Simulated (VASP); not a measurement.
Runs of VASP 6.6.1 on Sb. The structure is that of space group Pm-3m (No. 221), or close to it. The cells are those of the table. 

```csv
task,cell,cutoff (eV),gap on the mesh (eV),pressure (GPa)
single point,"a = 3.020 Å, 1 atom",520,none,5.1
relaxation of cell and atoms,"relaxed to 10 GPa from a = 3.210 Å, 1 atom",600,none,10.0
relaxation of cell and atoms,"relaxed to 5 GPa from a = 3.210 Å, 1 atom",600,none,4.9
single point,"a = 2.968 Å, 1 atom",520,none,(a)
relaxation of cell and atoms,"relaxed to 20 GPa from a = 3.210 Å, 1 atom",600,none,20.1
relaxation of cell and atoms,"relaxed from a = 3.210 Å, 1 atom",600,none,0.0
single point,"a = 2.891 Å, 1 atom",520,none,20.4
single point,"a = 3.088 Å, 1 atom",520,none,0.0
```

Alike in all rows: level r2SCAN; potentials or basis VASP PAW PBE potentials, release 64 (Sb); no spin polarisation; k mesh 7 × 7 × 7; smearing gaussian 0.1 eV.

Fill in the values left out.

(a) 10.2.

Caveats: the PAW data sets were made with another functional, which shifts forces and pressure a little; spin-orbit coupling is left out, which moves the levels of the heavy elements; the cell is relaxed towards a set pressure, so the enthalpy falls and the energy may rise (some runs).

A k mesh can miss the band edges, and the runs leave out spin-orbit coupling on Sb.

A gap of «none» marks levels without a gap at the run's occupations.
